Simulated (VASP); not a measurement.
# BN (Cmc2_1) in VASP: further runs, part 2 of 3

VASP 6.6.1. The steps go on from the part before.

**3. Single point, PBE (mode 4 (471.6 1/cm) frozen in, largest displacement +0.225 Å)**

INCAR reads:

```
SYSTEM = BN
ALGO = Normal
EDIFF = 1E-7
ENCUT = 520
GGA = PE
ISIF = 2
ISMEAR = 0
LASPH = .True.
LCHARG = .False.
LREAL = .False.
LWAVE = .False.
NBANDS = 16
NELM = 80
PREC = Accurate
SIGMA = 0.05
```

KPOINTS reads:

```
k-points
0
Gamma
  12 12 6
  0 0 0
```

POSCAR reads:

```
BN
1.0
    2.5539396017      0.0000000000      0.0000000000
   -1.2769698009      2.2117765748      0.0000000000
    0.0000000000      0.0000000000      4.2268550000
B N
2 2
Direct
    0.7141531315      0.4283062629      0.9997240000
    0.2858468685      0.5716937371      0.4997240000
    0.6158025779      0.2316051558      0.6252760000
    0.3841974221      0.7683948442      0.1252760000
```

Potentials or basis: VASP PAW PBE potentials, release 64 (B, N).

Started as:

```console
$ cat potpaw_PBE.64/B/POTCAR potpaw_PBE.64/N/POTCAR > POTCAR
$ mpirun -np 1 vasp_std > vasp.out
```

OUTCAR:

```text
SYSTEM = BN
   EDIFF = 1E-7
   ENCUT = 520
   GGA = PE
   ISIF = 2
   ISMEAR = 0
   LASPH = .True.
   LREAL = .False.
   NELM = 80
   PREC = Accurate

 ion  position               nearest neighbor table
   1  0.714  0.428  1.000-   4 1.55   4 1.57   4 1.57   3 1.64
   2  0.286  0.572  0.500-   3 1.55   3 1.57   3 1.57   4 1.64
   3  0.616  0.232  0.625-   2 1.55   2 1.57   2 1.57   1 1.64
   4  0.384  0.768  0.125-   1 1.55   1 1.57   1 1.57   2 1.64

  LATTYP: Found a hexagonal cell.
 ALAT       =     2.5539396017
 C/A-ratio  =     1.6550332659

  Lattice vectors:

 A1 = (   2.5539396017,   0.0000000000,   0.0000000000)
 A2 = (  -1.2769698009,   2.2117765748,   0.0000000000)
 A3 = (   0.0000000000,   0.0000000000,   4.2268550000)

Analysis of symmetry for initial positions (statically):
=====================================================================
 Subroutine PRICEL returns:
 Original cell was already a primitive cell.

 Routine SETGRP: Setting up the symmetry group for a
 hexagonal supercell.

 Subroutine GETGRP returns: Found  4 space group operations
 (whereof  2 operations were pure point group operations)
 out of a pool of 24 trial point group operations.

The static configuration has the point symmetry C_1h.
 The point group associated with its full space group is C_2v.

Analysis of symmetry for dynamics (positions and initial velocities):
=====================================================================
 Subroutine PRICEL returns:
 Original cell was already a primitive cell.

 Routine SETGRP: Setting up the symmetry group for a
 hexagonal supercell.

 Subroutine GETGRP returns: Found  4 space group operations
 (whereof  2 operations were pure point group operations)
 out of a pool of 24 trial point group operations.

The dynamic configuration has the point symmetry C_1h.
 The point group associated with its full space group is C_2v.

 Subroutine INISYM returns: Found  4 space group operations
 (whereof  2 operations are pure point group operations),
 and found     1 'primitive' translations

----------------------------------------------------------------------------------------

                                     Primitive cell

  volume of cell :      23.8764

  direct lattice vectors                    reciprocal lattice vectors
     2.553939602  0.000000000  0.000000000     0.391551938  0.226062617  0.000000000
    -1.276969801  2.211776575  0.000000000     0.000000000  0.452125233  0.000000000
     0.000000000  0.000000000  4.226855000     0.000000000  0.000000000  0.236582518

  length of vectors
     2.553939602  2.553939602  4.226855000     0.452125233  0.452125233  0.236582518

  position of ions in fractional coordinates (direct lattice)
     0.714153131  0.428306263  0.999724000
     0.285846869  0.571693737  0.499724000
     0.615802578  0.231605156  0.625276000
     0.384197422  0.768394844  0.125276000

  ion indices of the primitive-cell ions
   primitive index   ion index
                 1           1
                 2           2
                 3           3
[... 22 lines left out ...]

 Subroutine IBZKPT returns following result:
 ===========================================

 Found    172 irreducible k-points:

 Following reciprocal coordinates:
            Coordinates               Weight
  0.000000  0.000000  0.000000      1.000000
  0.083333  0.000000  0.000000      4.000000
  0.000000  0.083333  0.000000      2.000000
  0.166667  0.000000  0.000000      4.000000
  0.000000  0.166667  0.000000      2.000000
  0.250000  0.000000  0.000000      4.000000
[... 16 lines left out ...]
 -0.083333  0.416667  0.000000      4.000000
 -0.416667  0.333333  0.000000      4.000000
 [... further k-points ...]
   k-points           NKPTS =    172   k-points in BZ     NKDIM =    172   number of bands    NBANDS=     16
   number of dos      NEDOS =    301   number of ions     NIONS =      4
   total plane-waves  NPLWV =  12800
   dimension x,y,z NGX =    20 NGY =   20 NGZ =   32
   dimension x,y,z NGXF=    40 NGYF=   40 NGZF=   64
   ions per type =               2   2
   NGX,Y,Z   is equivalent  to a cutoff of  13.02, 13.02, 12.59 a.u.
   NGXF,Y,Z  is equivalent  to a cutoff of  26.04, 26.04, 25.17 a.u.
 SYSTEM =  BN
   PREC   = accura    normal or accurate (medium, high low for compatibility)
   ISTART =      0    job   : 0-new  1-cont  2-samecut
   ICHARG =      2    charge: 1-file 2-atom 10-const
   ISPIN  =      1    spin polarized calculation?
   LNONCOLLINEAR =      F non collinear calculations
   LSORBIT =      F    spin-orbit coupling
   LASPH  =      T    aspherical Exc in radial PAW
   ENCUT  =  520.0 eV  38.22 Ry    6.18 a.u.   4.75  4.75  7.86*2*pi/ulx,y,z
   NELM   =     80;   NELMIN=  2; NELMDL= -5     # of ELM steps
   EDIFF  = 0.1E-06   stopping-criterion for ELM
   LREAL  =      F    real-space projection
   EDIFFG = 0.1E-05   stopping-criterion for IOM
   NSW    =      0    number of steps for IOM
   IBRION =     -1    ionic relax: 0-MD 1-quasi-New 2-CG
   NFREE  =      0    steps in history (QN), initial steepest desc. (CG)
   ISIF   =      2    stress and relaxation
   ISYM   =      2    0-nonsym 1-usesym 2-fastsym
   POTIM  = 0.5000    time-step for ionic-motion
   TEBEG  =    0.0;   TEEND  =   0.0 temperature during run
   PSTRESS=    0.0 pullay stress
   NELECT =      16.0000    total number of electrons
   NUPDOWN=      -1.0000    fix difference up-down
   EMIN   =  10.00;   EMAX   =-10.00  energy-range for DOS
   EFERMI =   0.00;   METHOD = LEGACY
   ISMEAR =     0;   SIGMA  =   0.05  broadening in eV -4-tet -1-fermi 0-gaus
   EFERMI_NEDOS =   21; number of points for ismear=-14 and -15
   IALGO  =     38    algorithm
   IMIX   =      4    mixing-type and parameters
     AMIX     =   0.40;   BMIX     =  1.00
     AMIX_MAG =   1.60;   BMIX_MAG =  1.00
  volume/ion in A,a.u.               =       5.97        40.28
  Fermi-wavevector in a.u.,A,eV,Ry     =   1.432600  2.707222 27.923836  2.052344
  Thomas-Fermi vector in A             =   2.552210
   LORBIT       =      0    0 simple, 1 ext, 2 COOP (PROOUT), +10 PAW based schemes
   GGA     = PE    functional components
   LHFCALC =     F    Hartree Fock is set to
   AEXX    =    0.0000 exact exchange contribution
   IVDW    =     0    specifies the selected vdW correction
   LEPSILON=     F    determine dielectric tensor
   LRPA    =     F    only Hartree local field effects (RPA)
 non-spin polarized calculation
 Gauss-broadening in eV      SIGMA  =   0.05
  energy-cutoff  :      520.00
  volume of cell :       23.88
 maximum number of plane-waves:       660
   NGX =  9   NGY =  9   NGZ = 15

 number of electron      16.0000000 magnetization

 Free energy of the ion-electron system (eV)
  ---------------------------------------------------
  ext. energy  EPLUGINS =         0.00000000
  ---------------------------------------------------
  free energy    TOTEN  =       -33.84696019 eV

  energy without entropy =      -33.84696019  energy(sigma->0) =      -33.84696019

 E-fermi :   8.0704     XC(G=0): -12.8136

 val. band max:        7.8107510611   @ k =   0.0000   0.0000   0.0000
 cond. band min:      12.0941420983   @ k =   0.3333   0.3333   0.0000
 fundamental gap:      4.2833910371
 Fermi energy:         8.0703902058

 k-point     1 :       0.0000    0.0000    0.0000
  band No.  band energies     occupation
      1     -12.8109      2.00000
      2      -8.6457      2.00000
      3      -3.2264      2.00000
      4       5.5210      2.00000
      5       5.8588      2.00000
      6       6.9919      2.00000
[... 433 lines left out ...]
      3      -1.4654      2.00000
      4      -0.4949      2.00000
      5       1.0331      2.00000
      6       2.7996      2.00000
[... 8 lines left out ...]
     15      23.1403      0.00000
     16      24.4368      0.00000

 [... further k-points ...]

------------------------ aborting loop because EDIFF is reached ----------------------------------------

  FORCE on cell =-STRESS in cart. coord.  units (eV):
  Direction    XX          YY          ZZ          XY          YZ          ZX
  --------------------------------------------------------------------------------------
  -------------------------------------------------------------------------------------
  Total       -0.8408115     -0.3724976      1.0484667      0.0000000      0.0000000      0.0000000
  in kB      -56.4208964    -24.9956735     70.3551641      0.0000000      0.0000000      0.0000000
  external PRESSURE =      -3.6871353 kB  Pullay stress =       0.0000000 kB

 VOLUME and BASIS-vectors are now :
 -----------------------------------------------------------------------------
  energy-cutoff  :      520.00
  volume of cell :       23.88
      direct lattice vectors                 reciprocal lattice vectors
     2.553939602  0.000000000  0.000000000     0.391551938  0.226062617  0.000000000
    -1.276969801  2.211776575  0.000000000     0.000000000  0.452125233  0.000000000
     0.000000000  0.000000000  4.226855000     0.000000000  0.000000000  0.236582518

 POSITION                                       TOTAL-FORCE (eV/Angst)
 -----------------------------------------------------------------------------------
      1.27697      0.94732      4.22569         0.000000     -1.528178      0.154266
     -0.00000      1.26446      2.11226        -0.000000      1.528178      0.154266
      1.27697      0.51226      2.64295        -0.000000      2.980283     -0.154266
     -0.00000      1.69952      0.52952         0.000000     -2.980283     -0.154266
 -----------------------------------------------------------------------------------
    total drift:                                0.000000      0.000000      0.000327

  FREE ENERGIE OF THE ION-ELECTRON SYSTEM (eV)
  ---------------------------------------------------
  free  energy   TOTEN  =       -33.8469601857 eV

  energy  without entropy=      -33.8469601857  energy(sigma->0) =      -33.84696019
```

OSZICAR:

```text
N       E                     dE             d eps       ncg     rms          rms(c)
DAV:   1     0.372066320762E+02    0.37207E+02   -0.82688E+03  5512   0.971E+02
DAV:   2    -0.334928670319E+02   -0.70699E+02   -0.65936E+02  8040   0.226E+02
DAV:   3    -0.356927330825E+02   -0.21999E+01   -0.21951E+01  6056   0.366E+01
DAV:   4    -0.356977815089E+02   -0.50484E-02   -0.50482E-02  6632   0.201E+00
DAV:   5    -0.356977947065E+02   -0.13198E-04   -0.13198E-04  5984   0.948E-02    0.931E+00
DAV:   6    -0.339840362559E+02    0.17138E+01   -0.22669E+00  6880   0.137E+01    0.434E+00
DAV:   7    -0.338746375089E+02    0.10940E+00   -0.28072E-01  6728   0.434E+00    0.271E+00
DAV:   8    -0.338479984875E+02    0.26639E-01   -0.51587E-02  6520   0.185E+00    0.254E-01
DAV:   9    -0.338467453416E+02    0.12531E-02   -0.20846E-03  6352   0.531E-01    0.132E-01
DAV:  10    -0.338469524597E+02   -0.20712E-03   -0.46638E-04  6368   0.173E-01    0.246E-02
DAV:  11    -0.338469575726E+02   -0.51128E-05   -0.25605E-05  6744   0.484E-02    0.138E-02
DAV:  12    -0.338469600985E+02   -0.25259E-05   -0.43027E-06  6056   0.201E-02    0.184E-03
DAV:  13    -0.338469601857E+02   -0.87197E-07   -0.18754E-07  6296   0.478E-03
   1 F= -.33846960E+02 E0= -.33846960E+02  d E =-.635526E-16
```

Wall time 25 s (1 thread of Intel Xeon 6975P-C (Granite Rapids), shared host); peak memory 0.17 GiB.

Results:

```
Free energy            : -33.8470 eV
Pressure               : -0.4 GPa
Largest force          : 2.984 eV/Å
Band gap on the k mesh : 4.28 eV, indirect (least direct gap 7.40 eV)
```

Forces in eV/Å, atoms in the order of the input:
```
B    0.000 -1.528  0.154
B    0.000  1.528  0.154
N    0.000  2.980 -0.154
N    0.000 -2.980 -0.154
```

Stress tensor (GPa, compression positive):
```
-5.64  0.00  0.00
 0.00 -2.50  0.00
 0.00  0.00  7.04
```

Caveat: the cell differs from its parent crystal (mode 4 (471.6 1/cm) frozen in, largest displacement +0.225 Å); forces of over 1 eV/Å act on the atoms, so gaps and moduli don't describe the material at rest.

**4. Single point, PBE (mode 4 (471.6 1/cm) frozen in, largest displacement -0.150 Å)**

INCAR reads:

```
PREC = Accurate
ENCUT = 520
EDIFF = 1E-7
ISMEAR = 0
SIGMA = 0.05
LREAL = F
LASPH = T
NELM = 60
ALGO = Normal
ISIF = 2
LWAVE = F
LCHARG = F
GGA = PE
NBANDS = 16
```

KPOINTS reads:

```
Automatic mesh
0
Gamma
  12 12 6
```

POSCAR reads:

```
BN
1.0
    2.5539396017      0.0000000000      0.0000000000
   -1.2769698009      2.2117765748      0.0000000000
    0.0000000000      0.0000000000      4.2268550000
B N
2 2
Direct
    0.6350090235      0.2700180469      0.9997240000
    0.3649909765      0.7299819531      0.4997240000
    0.7005760592      0.4011521183      0.6252760000
    0.2994239408      0.5988478817      0.1252760000
```

Started as:

```console
$ cat potpaw_PBE.64/B/POTCAR potpaw_PBE.64/N/POTCAR > POTCAR
$ mpirun -np 1 vasp_std > vasp.out
```

Wall time 28 s (1 thread of Intel Xeon 6975P-C (Granite Rapids), shared host); peak memory 0.17 GiB.

The run converged. Its results:

- Free energy: -34.4046 eV
- Pressure: -0.4 GPa
- Largest force: 1.629 eV/Å
- Band gap on the k mesh: 4.71 eV, indirect (least direct gap 7.78 eV)

Forces in eV/Å, atoms in the order of the input:
```
B    0.000  1.289  0.070
B    0.000 -1.289  0.070
N    0.000 -1.627 -0.070
N    0.000  1.627 -0.070
```

Stress tensor (GPa, compression positive):
```
  7.12   0.00   0.00
  0.00 -10.20   0.00
  0.00   0.00   1.74
```

Levels at points of the mesh, in eV from the valence-band top:
| k point | band 6 | band 7 | band 8 | band 9 | band 10 | band 11 |
| --- | --- | --- | --- | --- | --- | --- |
| (0.00, 0.00, 0.00) | -0.57 | -0.14 | 0.00 | 7.87 | 8.04 | 8.27 |
| (0.50, 0.00, 0.00) | -4.85 | -4.64 | -2.50 | 6.69 | 8.65 | 9.95 |
| (0.00, 0.50, 0.00) | -5.06 | -3.38 | -2.24 | 5.58 | 6.74 | 10.53 |
| (0.00, 0.00, 0.50) | -1.30 | -1.24 | -1.24 | 8.70 | 8.70 | 9.77 |
| (0.50, 0.00, 0.50) | -4.15 | -2.99 | -2.99 | 6.32 | 6.32 | 9.41 |
| (0.00, 0.50, 0.50) | -3.86 | -3.73 | -3.73 | 6.00 | 6.00 | 10.13 |

Caveat: the cell differs from its parent crystal (mode 4 (471.6 1/cm) frozen in, largest displacement -0.150 Å); forces of over 1 eV/Å act on the atoms, so gaps and moduli don't describe the material at rest. A k mesh can miss the band edges.

[end of part 2 of 3]
